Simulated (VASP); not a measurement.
## CsI: single point with PBE+D3(BJ)

CsI, a slab with vacuum:

```xyz
2
Lattice="4.5667 0.0000 0.0000 0.0000 4.5667 0.0000 0.0000 0.0000 9.5667" Properties=species:S:1:pos:R:3 pbc="T T T"
Cs    0.0000    0.0000    0.0000
I     2.2833    2.2833    2.2833
```

| Quantity | Value |
| --- | --- |
| Program | VASP 6.6.1 |
| Task | single point |
| Functional | PBE |
| Dispersion | D3(BJ) |
| Potentials or basis | VASP PAW PBE potentials, release 64 (Cs_sv, I) |
| Cutoff | 400 eV |
| k mesh | 3 × 3 × 3 |
| Occupations | fermi-dirac, width 0.15 eV |
| Spin | no spin polarisation |

The largest force is 0.843 eV/Å, the band gap on the k mesh is 1.59 eV, indirect (least direct gap 1.65 eV) and the dispersion energy per atom is -0.119 eV.

Forces on the atoms (eV/Å):
```
Cs   0.000  0.000  0.843
I    0.000  0.000 -0.843
```

Levels at points of the mesh, in eV from the valence-band top:
| k point | band 6 | band 7 | band 8 | band 9 | band 10 | band 11 |
| --- | --- | --- | --- | --- | --- | --- |
| (0.00, 0.00, 0.00) | -1.13 | -0.05 | -0.05 | 1.59 | 3.27 | 3.72 |

Run time: 38 s on 1 thread of Intel Xeon 8259CL, with other jobs on the host, peak memory 0.22 GiB.

Caveat: the k points lie up to 0.46 Å⁻¹ apart; spin-orbit coupling is left out, which moves the levels of the heavy elements.
